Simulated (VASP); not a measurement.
A run of VASP 6.6.1:

The input INCAR:

```
SYSTEM = ZrCrC5
PREC     = Accurate       ! precision mode
ENCUT    = 520            ! plane-wave cutoff, eV
EDIFF    = 1E-7           ! SCF threshold, eV
ISMEAR   = 0              ! smearing method
SIGMA    = 0.1            ! smearing width, eV
LREAL    = .FALSE.        ! projectors in reciprocal space
LASPH    = .TRUE.         ! aspherical terms in the spheres
NELM     = 100            ! most SCF steps
ALGO     = Normal         ! electronic algorithm
ISIF     = 2              ! what is computed and relaxed
LWAVE    = .FALSE.        ! write WAVECAR
LCHARG   = .TRUE.         ! write CHGCAR
GGA      = PE             ! functional
LELF     = .TRUE.         ! ELF
LVHAR    = .TRUE.       
NBANDS   = 31             ! bands
```

Contents of KPOINTS:

```
regular mesh
0
G
  8 8 8
  0 0 0
```

File POSCAR:

```
ZrCrC5
1.0
    2.4947203027     -2.6822106190      0.0000000000
    2.4947203027      2.6822106190      0.0000000000
    0.0000000000      0.0000000000      4.4474926004
Zr Cr C
1 1 5
Direct
    0.0000000000      0.0000000000      0.0970402869
    0.5000000000      0.5000000000      0.3082987885
    0.2706148414      0.7293851586      0.6689773051
    0.7293851586      0.2706148414      0.6689773051
    0.5000000000      0.5000000000      0.8894567359
    0.5000000000      0.0000000000      0.4921472542
    0.0000000000      0.5000000000      0.4921472542
```

Potentials or basis: VASP PAW PBE potentials, release 64 (Zr_sv, Cr_pv, C).

The run is started by

```console
$ cat potpaw_PBE.64/Zr_sv/POTCAR potpaw_PBE.64/Cr_pv/POTCAR potpaw_PBE.64/C/POTCAR > POTCAR
$ mpirun -np 1 vasp_std > vasp.out
```

Hardware: 1 thread of AMD EPYC 9R45 96-Core Processor (Zen 5), on a shared host.

How long does it take, and how much memory?

Wall time 2.1 min on 1 thread of AMD EPYC 9R45 96-Core Processor (Zen 5), on a shared host, peak memory 0.27 GiB. Counts: scf iterations 16, k points 105.
